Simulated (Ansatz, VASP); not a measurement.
Given: the input of a run of Ansatz 0.2.0 on Hf.

Contents of input.yaml:

```yaml
crystal:
  lattice:
    - [3.1967, 0.0, 0.0]
    - [-1.59835, 2.7684234083, 0.0]
    - [0.0, 0.0, 5.0578]
  atoms:
    - { symbol: Hf, position: [0.6666666667, 0.3333333333, 0.75] }
    - { symbol: Hf, position: [0.3333333333, 0.6666666667, 0.25] }
kpoints:
  mp_grid: { grid: [10, 10, 5] }
scf:
  occupations: { method: fermi_dirac, width: 0.05 }
hamiltonian:
  xc: blyp
  pseudopotentials: { kind: all_electron, lapw: { basis_error: 0.001 } }
output:
  forces: true
  stress: true
relax:
  f_tol: 0.01
  max_steps: 60
  cell: {}
```

Potentials or basis: all-electron LAPW, scalar-relativistic.

Command:

```sh
$ ansatz run input.yaml --threads 1 --pin off --max-ram 3072MiB --backend cpu --events-out ev --progress --plain --runs-dir out
```

**Question.** Translate it to VASP 6.6.1. Potentials there: VASP PAW PBE potentials, release 64 (Hf_pv).

**Answer.** As run (the cutoff follows the program's own potentials):

The input INCAR:

```
SYSTEM = Hf
  AGGAC = 1.0
  AGGAX = 1.0
  ALDAC = 0.0
  ALDAX = 1.0
  ALGO = Normal
  EDIFF = 1E-7
  EDIFFG = -0.01
  ENCUT = 600
  GGA = B5
  IBRION = 2
  ISIF = 3
  ISMEAR = -1
  LASPH = .TRUE.
  LCHARG = .FALSE.
  LREAL = .FALSE.
  LWAVE = .FALSE.
  NELM = 100
  NSW = 80
  PREC = Accurate
  SIGMA = 0.05
```

The input KPOINTS:

```
k-points
0
G
  10 10 5
  0 0 0
```

POSCAR

```
Hf
1.0
    3.1967000000      0.0000000000      0.0000000000
   -1.5983500000      2.7684234083      0.0000000000
    0.0000000000      0.0000000000      5.0578000000
Hf
2
Direct
    0.6666666667      0.3333333333      0.7500000000
    0.3333333333      0.6666666667      0.2500000000
```

Potentials or basis: VASP PAW PBE potentials, release 64 (Hf_pv).

The run is started by

```sh
$ cat potpaw_PBE.64/Hf_pv/POTCAR > POTCAR
$ mpirun -np 1 vasp_std > vasp.out
```

Both were run:

|  | VASP | Ansatz | Ansatz less VASP |
| --- | --- | --- | --- |
| relaxed volume (Å³/atom) | 23.08 | 23.10 | +0.017 |
| relaxed cell length with the largest relative difference (Å) | 3.233 | 3.234 | +0.0012 |

VASP's potentials were made for PBE, not for BLYP. Ansatz ran all-electron here, and VASP with PAW potentials.

Spin-orbit coupling is off throughout.
